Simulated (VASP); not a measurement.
Runs of VASP 6.6.1 on CdH2O2. The structure is that of space group P-3m1 (No. 164), or close to it. The cells are those of the table. 

```csv
cell,gap on the mesh (eV),pressure (GPa),largest force (eV/Å)
"a = 3.527, b = 3.527, c = 4.658 Å, angles 90.0, 90.0, 120.0°, 5 atoms",1.58,-0.9,0.62
"a = 3.492, b = 3.492, c = 4.612 Å, angles 90.0, 90.0, 120.0°, 5 atoms",1.66,(b),0.95
"a = 3.596, b = 3.596, c = 4.749 Å, angles 90.0, 90.0, 120.0°, 5 atoms",(d),-6.6,0.40
"a = 3.562, b = 3.562, c = 4.704 Å, angles 90.0, 90.0, 120.0°, 5 atoms",1.50,-3.9,(a)
"a = 3.456, b = 3.456, c = 4.564 Å, angles 90.0, 90.0, 120.0°, 5 atoms",1.74,(c),1.49
```

Alike in all rows: task single point; level PBEsol; potentials or basis VASP PAW PBE potentials, release 64 (Cd, H, O); no spin polarisation; k mesh 6 × 6 × 4; cutoff (eV) 520; smearing gaussian 0.01 eV.

Problem. Estimate the missing entries.

Solution. (a) 0.35; (b) 2.7; (c) 6.9; (d) 1.42.

Caveats: the PAW data sets were made with another functional, which shifts forces and pressure a little.

A k mesh can miss the band edges, and the runs leave out spin-orbit coupling on Cd.
